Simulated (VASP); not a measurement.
# Si in VASP: further runs

Si is run at these levels: r2SCAN, PBE; tasks: single point.

Program: VASP 6.6.1. These are calculated values, not measurements. Logs are shortened: lines on timing, memory, paths and dates and some standing lists are left out, and cuts for length are marked.

**1. The cell of the first run**

The structure is cubic, space group Fm-3m (No. 225). The conventional cell has a = 3.910 Å, b = 3.910 Å, c = 3.910 Å, α = 90.00°, β = 90.00°, γ = 90.00°. Within 3.6 Å of Si (site symmetry m-3m) lie 12 Si at 2.77 Å.

**2. Single point, r2SCAN (functional r2SCAN, strained)**

File POSCAR:

```
Si
1.0
    0.0000000000      1.9552000261      1.9552000261
    1.9552000261      0.0000000000      1.9552000261
    1.9552000261      1.9552000261      0.0000000000
Si
1
Direct
    0.0000000000      0.0000000000      0.0000000000
```

File INCAR.step1:

```
PREC = Accurate
ENCUT = 520
ISMEAR = 0
SIGMA = 0.1
LREAL = False
LASPH = True
NELM = 60
NBANDS = 8
GGA = PE
ALGO = Normal
EDIFF = 1E-4
LWAVE = True
LCHARG = False
```

File INCAR.step2:

```
PREC = Accurate
ENCUT = 520
EDIFF = 1E-7
ISMEAR = 0
SIGMA = 0.1
LREAL = False
LASPH = True
NELM = 60
ALGO = Normal
ISIF = 2
LWAVE = False
LCHARG = False
METAGGA = R2SCAN
LMIXTAU = True
NBANDS = 8
ISTART = 1
```

File KPOINTS:

```
regular mesh
0
Gamma
  18 18 18
```

Potentials or basis: VASP PAW PBE potentials, release 64 (Si).

Run with:

```sh
> cat potpaw_PBE.64/Si/POTCAR > POTCAR
> cp INCAR.step1 INCAR
> mpirun -np 1 vasp_std > vasp.out
> cp INCAR.step2 INCAR
> mpirun -np 1 vasp_std > vasp.out
```

OUTCAR:

```text
PREC = Accurate
   ENCUT = 520
   EDIFF = 1E-7
   ISMEAR = 0
   LREAL = False
   LASPH = True
   NELM = 60
   ISIF = 2
   METAGGA = R2SCAN
   ISTART = 1

 ion  position               nearest neighbor table
   1  0.000  0.000  0.000-

  LATTYP: Found a face centered cubic cell.
 ALAT       =     3.9104000522

  Lattice vectors:

 A1 = (   0.0000000000,   1.9552000261,   1.9552000261)
 A2 = (   1.9552000261,   0.0000000000,   1.9552000261)
 A3 = (   1.9552000261,   1.9552000261,   0.0000000000)

Analysis of symmetry for initial positions (statically):
=====================================================================
 Subroutine PRICEL returns:
 Original cell was already a primitive cell.

 Routine SETGRP: Setting up the symmetry group for a
 face centered cubic supercell.

 Subroutine GETGRP returns: Found 48 space group operations
 (whereof 48 operations were pure point group operations)
 out of a pool of 48 trial point group operations.

The static configuration has the point symmetry O_h .

Analysis of symmetry for dynamics (positions and initial velocities):
=====================================================================
 Subroutine PRICEL returns:
 Original cell was already a primitive cell.

 Routine SETGRP: Setting up the symmetry group for a
 face centered cubic supercell.

 Subroutine GETGRP returns: Found 48 space group operations
 (whereof 48 operations were pure point group operations)
 out of a pool of 48 trial point group operations.

The dynamic configuration has the point symmetry O_h .

 Subroutine INISYM returns: Found 48 space group operations
 (whereof 48 operations are pure point group operations),
 and found     1 'primitive' translations

----------------------------------------------------------------------------------------

                                     Primitive cell

  volume of cell :      14.9487

  direct lattice vectors                    reciprocal lattice vectors
     0.000000000  1.955200026  1.955200026    -0.255728311  0.255728311  0.255728311
     1.955200026  0.000000000  1.955200026     0.255728311 -0.255728311  0.255728311
     1.955200026  1.955200026  0.000000000     0.255728311  0.255728311 -0.255728311

  length of vectors
     2.765070394  2.765070394  2.765070394     0.442934427  0.442934427  0.442934427

  position of ions in fractional coordinates (direct lattice)
     0.000000000  0.000000000  0.000000000

  ion indices of the primitive-cell ions
   primitive index   ion index
                 1           1

----------------------------------------------------------------------------------------

 KPOINTS: regular mesh

Automatic generation of k-mesh.
 Grid dimensions read from file:
 generate k-points for:   18   18   18

 Generating k-lattice:

  Cartesian coordinates                     Fractional coordinates (reciprocal lattice)
    -0.014207128  0.014207128  0.014207128     0.055555556  0.000000000  0.000000000
     0.014207128 -0.014207128  0.014207128     0.000000000  0.055555556  0.000000000
     0.014207128  0.014207128 -0.014207128     0.000000000  0.000000000  0.055555556

  Length of vectors
     0.024607468  0.024607468  0.024607468

  Shift w.r.t. Gamma in fractional coordinates (k-lattice)
     0.000000000  0.000000000  0.000000000

 Subroutine IBZKPT returns following result:
 ===========================================

 Found    195 irreducible k-points:

 Following reciprocal coordinates:
            Coordinates               Weight
  0.000000  0.000000  0.000000      1.000000
  0.055556  0.000000  0.000000      8.000000
  0.111111  0.000000  0.000000      8.000000
  0.166667  0.000000  0.000000      8.000000
  0.222222  0.000000  0.000000      8.000000
  0.277778  0.000000  0.000000      8.000000
[... 16 lines left out ...]
 -0.277778  0.055556  0.000000     24.000000
 -0.222222  0.055556  0.000000     24.000000
 [... further k-points ...]
   k-points           NKPTS =    195   k-points in BZ     NKDIM =    195   number of bands    NBANDS=      8
   number of dos      NEDOS =    301   number of ions     NIONS =      1
   total plane-waves  NPLWV =  13824
   dimension x,y,z NGX =    24 NGY =   24 NGZ =   24
   dimension x,y,z NGXF=    48 NGYF=   48 NGZF=   48
   ions per type =               1
   NGX,Y,Z   is equivalent  to a cutoff of  14.43, 14.43, 14.43 a.u.
   NGXF,Y,Z  is equivalent  to a cutoff of  28.86, 28.86, 28.86 a.u.
 SYSTEM =  unknown system
   PREC   = accura    normal or accurate (medium, high low for compatibility)
   ISTART =      1    job   : 0-new  1-cont  2-samecut
   ICHARG =      0    charge: 1-file 2-atom 10-const
   ISPIN  =      1    spin polarized calculation?
   LNONCOLLINEAR =      F non collinear calculations
   LSORBIT =      F    spin-orbit coupling
   LASPH  =      T    aspherical Exc in radial PAW
   ENCUT  =  520.0 eV  38.22 Ry    6.18 a.u.   5.14  5.14  5.14*2*pi/ulx,y,z
   NELM   =     60;   NELMIN=  2; NELMDL=  0     # of ELM steps
   EDIFF  = 0.1E-06   stopping-criterion for ELM
   LREAL  =      F    real-space projection
   EDIFFG = 0.1E-05   stopping-criterion for IOM
   NSW    =      0    number of steps for IOM
   IBRION =     -1    ionic relax: 0-MD 1-quasi-New 2-CG
   NFREE  =      0    steps in history (QN), initial steepest desc. (CG)
   ISIF   =      2    stress and relaxation
   ISYM   =      2    0-nonsym 1-usesym 2-fastsym
   POTIM  = 0.5000    time-step for ionic-motion
   TEBEG  =    0.0;   TEEND  =   0.0 temperature during run
   PSTRESS=    0.0 pullay stress
   NELECT =       4.0000    total number of electrons
   NUPDOWN=      -1.0000    fix difference up-down
   EMIN   =  10.00;   EMAX   =-10.00  energy-range for DOS
   EFERMI =   0.00;   METHOD = LEGACY
   ISMEAR =     0;   SIGMA  =   0.10  broadening in eV -4-tet -1-fermi 0-gaus
   EFERMI_NEDOS =   21; number of points for ismear=-14 and -15
   IALGO  =     38    algorithm
   IMIX   =      4    mixing-type and parameters
     AMIX     =   0.40;   BMIX     =  1.00
     AMIX_MAG =   1.60;   BMIX_MAG =  1.00
  volume/ion in A,a.u.               =      14.95       100.88
  Fermi-wavevector in a.u.,A,eV,Ry     =   1.054938  1.993544 15.141847  1.112894
  Thomas-Fermi vector in A             =   2.190117
   LORBIT       =      0    0 simple, 1 ext, 2 COOP (PROOUT), +10 PAW based schemes
   METAGGA = R2SCAN    functional components
   LHFCALC =     F    Hartree Fock is set to
   AEXX    =    0.0000 exact exchange contribution
   IVDW    =     0    specifies the selected vdW correction
   LEPSILON=     F    determine dielectric tensor
   LRPA    =     F    only Hartree local field effects (RPA)
 non-spin polarized calculation
 Gauss-broadening in eV      SIGMA  =   0.10
  energy-cutoff  :      520.00
  volume of cell :       14.95
 maximum number of plane-waves:       419
 NGX is ok and might be reduce to    24
   NGX = 11   NGY = 11   NGZ = 11

 number of electron       4.0000000 magnetization

 Free energy of the ion-electron system (eV)
  ---------------------------------------------------
  ext. energy  EPLUGINS =         0.00000000
  ---------------------------------------------------
  free energy    TOTEN  =        -8.00975387 eV

  energy without entropy =       -8.00797820  energy(sigma->0) =       -8.00886603

 E-fermi :   9.8531     XC(G=0): -11.8319

 val. band max:        9.8302495550   @ k =  -0.3889   0.3333   0.1111
 cond. band min:       9.9071888074   @ k =  -0.3333   0.2778   0.0556
 fundamental gap:      0.0769392524
 Fermi energy:         9.8531059931

 k-point     1 :       0.0000    0.0000    0.0000
  band No.  band energies     occupation
      1      -5.2760      2.00000
      2      21.3418      0.00000
      3      21.3418      0.00000
      4      21.3418      0.00000
      5      22.2940      0.00000
      6      22.2940      0.00000
      7      22.2940      0.00000
      8      27.7771      0.00000

 k-point     2 :       0.0556    0.0000    0.0000
  band No.  band energies     occupation
      1      -5.1824      2.00000
      2      19.6273      0.00000
      3      20.8252      0.00000
      4      20.8252      0.00000
      5      22.9268      0.00000
      6      22.9268      0.00000
      7      23.1912      0.00000
      8      28.5559      0.00000

 k-point     3 :       0.1111    0.0000    0.0000
  band No.  band energies     occupation
      1      -4.9018      2.00000
      2      17.2142      0.00000
      3      20.1405      0.00000
      4      20.1405      0.00000
      5      23.5895      0.00000
      6      23.8984      0.00000
      7      23.8984      0.00000
      8      28.0060      0.00000

 k-point     4 :       0.1667    0.0000    0.0000
  band No.  band energies     occupation
      1      -4.4349      2.00000
      2      14.7382      0.00000
      3      19.5696      0.00000
      4      19.5696      0.00000
      5      23.6058      0.00000
      6      24.5660      0.00000
      7      24.5660      0.00000
      8      27.4247      0.00000

 k-point     5 :       0.2222    0.0000    0.0000
  band No.  band energies     occupation
      1      -3.7831      2.00000
      2      12.3202      0.00000
      3      19.1384      0.00000
      4      19.1384      0.00000
      5      23.5224      0.00000
      6      24.2374      0.00000
      7      24.2374      0.00000
      8      28.0334      0.00000

 k-point     6 :       0.2778    0.0000    0.0000
  band No.  band energies     occupation
      1      -2.9482      2.00000
      2      10.0100      0.02654
      3      18.8479      0.00000
      4      18.8479      0.00000
      5      23.3821      0.00000
      6      23.3821      0.00000
      7      23.4563      0.00000
      8      29.0362      0.00000

 k-point     7 :       0.3333    0.0000    0.0000
  band No.  band energies     occupation
      1      -1.9329      2.00000
      2       7.8329      2.00000
      3      18.6887      0.00000
      4      18.6887      0.00000
      5      22.5194      0.00000
      6      22.5194      0.00000
      7      23.4530      0.00000
      8      28.0400      0.00000
[... 133 lines left out ...]
 k-point    20 :      -0.4444    0.0556    0.0000
  band No.  band energies     occupation
      1       1.1746      2.00000
      2       3.4522      2.00000
      3      17.4047      0.00000
      4      18.4152      0.00000
      5      21.2233      0.00000
      6      21.6235      0.00000
      7      24.2317      0.00000
      8      27.4485      0.00000

 k-point    21 :      -0.3889    0.0556    0.0000
  band No.  band energies     occupation
      1      -0.2252      2.00000
      2       5.2438      2.00000
      3      17.1761      0.00000
      4      18.8352      0.00000
      5      21.5780      0.00000
      6      21.8266      0.00000
      7      24.1186      0.00000
      8      27.8905      0.00000

 k-point    22 :      -0.3333    0.0556    0.0000
  band No.  band energies     occupation
      1      -1.4732      2.00000
      2       7.2166      2.00000
      3      17.0823      0.00000
      4      19.2523      0.00000
      5      21.8410      0.00000
      6      22.6030      0.00000
      7      24.0246      0.00000
      8      28.5727      0.00000

 k-point    23 :      -0.2778    0.0556    0.0000
  band No.  band energies     occupation
      1      -2.5474      2.00000
      2       9.3431      2.00000
      3      17.1363      0.00000
      4      19.6436      0.00000
      5      22.4102      0.00000
      6      23.5158      0.00000
      7      23.9866      0.00000
      8      28.7938      0.00000

 k-point    24 :      -0.2222    0.0556    0.0000
  band No.  band energies     occupation
      1      -3.4425      2.00000
      2      11.6075      0.00000
      3      17.3438      0.00000
      4      20.0461      0.00000
      5      23.1648      0.00000
      6      24.0011      0.00000
      7      24.4906      0.00000
      8      27.2522      0.00000

 [... further k-points ...]

------------------------ aborting loop because EDIFF is reached ----------------------------------------

  FORCE on cell =-STRESS in cart. coord.  units (eV):
  Direction    XX          YY          ZZ          XY          YZ          ZX
  --------------------------------------------------------------------------------------
  -------------------------------------------------------------------------------------
  Total       -0.4823425     -0.4823425     -0.4823425      0.0000000     -0.0000000      0.0000000
  in kB      -51.6966679    -51.6966679    -51.6966679      0.0000000     -0.0000000      0.0000000
  external PRESSURE =     -51.6966679 kB  Pullay stress =       0.0000000 kB

 VOLUME and BASIS-vectors are now :
 -----------------------------------------------------------------------------
  energy-cutoff  :      520.00
  volume of cell :       14.95
      direct lattice vectors                 reciprocal lattice vectors
     0.000000000  1.955200026  1.955200026    -0.255728311  0.255728311  0.255728311
     1.955200026  0.000000000  1.955200026     0.255728311 -0.255728311  0.255728311
     1.955200026  1.955200026  0.000000000     0.255728311  0.255728311 -0.255728311

 POSITION                                       TOTAL-FORCE (eV/Angst)
 -----------------------------------------------------------------------------------
      0.00000      0.00000      0.00000         0.000000      0.000000      0.000000
 -----------------------------------------------------------------------------------
    total drift:                                0.000000     -0.000000      0.000000

  FREE ENERGIE OF THE ION-ELECTRON SYSTEM (eV)
  ---------------------------------------------------
  free  energy   TOTEN  =        -8.0097538699 eV

  energy  without entropy=       -8.0079782000  energy(sigma->0) =       -8.00886603
```

It took 75 s on 1 thread of AMD EPYC 9R45 (Zen 5), shared host; peak memory 0.12 GiB.

Results:

```
Free energy            : -8.0098 eV
Pressure               : -5.2 GPa
Band gap on the k mesh : zero (band 2 reaches 21.34 eV, above the bottom of band 3 at 6.83 eV)
```

Levels at points of the mesh, in eV from the Fermi level:
```tsv
k point	band 1	band 2	band 3	band 4	band 5	band 6
(0.00, 0.00, 0.00)	-15.13	11.49	11.49	11.49	12.44	12.44
(0.50, 0.00, 0.00)	-8.00	-7.31	8.82	8.82	11.30	11.30
(0.50, 0.50, 0.00)	-5.71	-4.71	3.23	3.23	4.55	7.18
```

Caveat: the cell differs from its parent crystal (functional r2SCAN, strained); the PAW data sets were made with another functional, which shifts forces and pressure a little.

**3. Single point, PBE (the cell strained at random)**

File INCAR:

```
ALGO = Fast ; EDIFF = 1E-7
ENCUT = 520 ; GGA = PE
ISIF = 2 ; ISMEAR = 0
LASPH = True ; LCHARG = False
LREAL = False ; LWAVE = False
NBANDS = 8 ; NELM = 60
PREC = Accurate ; SIGMA = 0.1
```

File KPOINTS:

```
k-points
0
Gamma
  16 16 16
```

File POSCAR:

```
Si
1.0
   -0.0019490472      1.9388433166      1.9275885247
    1.9536904699     -0.0106624344      1.9363019120
    1.9505567078      1.9444229418     -0.0075286723
Si
1
Direct
    0.0000000000      0.0000000000      0.0000000000
```

Potentials or basis: VASP PAW PBE potentials, release 64 (Si).

Run with:

```sh
> cat potpaw_PBE.64/Si/POTCAR > POTCAR
> mpirun -np 1 vasp_std > vasp.out
```

Run time: 1.9 min. Hardware: 1 thread of AMD EPYC 9R45 (Zen 5), shared host; peak memory 0.27 GiB.

Results (log left out):

```
Free energy            : -4.8846 eV
Pressure               : -1.6 GPa
Band gap on the k mesh : zero (band 2 reaches 20.73 eV, above the bottom of band 3 at 6.86 eV)
```

Stress tensor (GPa, compression positive):
```
-0.77 -0.16  0.00
-0.16 -1.70 -0.68
 0.00 -0.68 -2.22
```

Levels at points of the mesh, in eV from the Fermi level:
```
           k point  band 1  band 2  band 3  band 4  band 5
(0.00, 0.00, 0.00)  -14.32   10.76   10.91   11.04   11.70
(0.50, 0.00, 0.00)   -7.54   -6.85    8.26    8.39   10.70
(0.00, 0.50, 0.00)   -7.67   -6.89    8.36    8.58   10.69
(0.50, 0.50, 0.00)   -5.23   -4.42    2.97    3.07    4.35
(0.00, 0.00, 0.50)   -7.63   -6.88    8.29    8.54   10.62
(0.50, 0.00, 0.50)   -5.31   -4.56    3.09    3.18    4.42
(0.00, 0.50, 0.50)   -5.35   -4.63    3.04    3.35    4.44
(0.50, 0.50, 0.50)   -7.52   -6.85    8.21    8.37   10.63
```

Caveat: the cell differs from its parent crystal (the cell strained at random).

**4. Single point, PBE (strained)**

File INCAR:

```
SYSTEM = Si
  PREC = Accurate
  ENCUT = 520
  EDIFF = 1E-6
  ISMEAR = 0
  SIGMA = 0.1
  LREAL = .False.
  LASPH = .True.
  NELM = 100
  ALGO = Fast
  ISIF = 2
  LWAVE = .False.
  LCHARG = .False.
  GGA = PE
  ISYM = 0
  NBANDS = 8
```

File KPOINTS:

```
regular mesh
0
Gamma
  18 16 18
  0 0 0
```

File POSCAR:

```
Si
1.0
    0.0000000000      1.8952381637      1.8952381637
    1.9334547745     -0.0382166108      1.9334547745
    1.8952381637      1.8952381637      0.0000000000
Si
1
Direct
    0.0000000000      0.0000000000      0.0000000000
```

Run with:

```sh
> cat potpaw_PBE.64/Si/POTCAR > POTCAR
> mpirun -np 1 vasp_std > vasp.out
```

It took 2 min on 1 thread of AMD EPYC 9R45 (Zen 5), shared host; peak memory 0.31 GiB.

It converged, with:

* Free energy: -4.8831 eV
* Pressure: 2.9 GPa
* Band gap on the k mesh: zero (band 2 reaches 21.40 eV, above the bottom of band 3 at 7.45 eV)

Stress tensor (GPa, compression positive):
```
2.93 0.31 0.06
0.31 2.77 0.31
0.06 0.31 2.93
```

Levels at points of the mesh, in eV from the Fermi level:
```tsv
k point	band 1	band 2	band 3	band 4	band 5	band 6
(0.00, 0.00, 0.00)	-14.77	10.79	11.35	11.83	11.83	12.36
(0.50, 0.00, 0.00)	-7.58	-7.13	8.49	8.82	10.43	11.20
(0.00, 0.50, 0.00)	-8.15	-7.30	9.34	9.34	11.26	11.26
(0.50, 0.50, 0.00)	-5.53	-4.55	2.90	3.64	4.29	7.02
(0.00, 0.00, 0.50)	-7.58	-7.13	8.49	8.82	10.43	11.20
(0.50, 0.00, 0.50)	-5.53	-4.55	2.90	3.64	4.29	7.02
(0.00, 0.50, 0.50)	-5.53	-4.55	2.90	3.64	4.29	7.02
(0.50, 0.50, 0.50)	-7.58	-7.13	8.49	8.82	10.43	11.20
```

Caveat: the cell differs from its parent crystal (strained).

**5. Summary**

```tsv
level	cell	k mesh	gap on the mesh (eV)	pressure (GPa)
r2SCAN	a = 2.765 Å, angles 60.0°, 1 atom	18 × 18 × 18	none	-5.2
PBE	a = 2.734, b = 2.751, c = 2.754 Å, angles 60.1, 60.1, 60.5°, 1 atom	16 × 16 × 16	none	-1.6
PBE	a = 2.680, b = 2.735 Å, angles 60.7, 60.0, 60.7°, 1 atom	18 × 16 × 18	none	2.9
```

Alike in all rows: task single point; potentials or basis VASP PAW PBE potentials, release 64 (Si); no spin polarisation; cutoff (eV) 520; smearing gaussian 0.1 eV.

Caveats: the PAW data sets were made with another functional, which shifts forces and pressure a little (some runs).

Absolute energies hang on the potentials; compare differences alone.
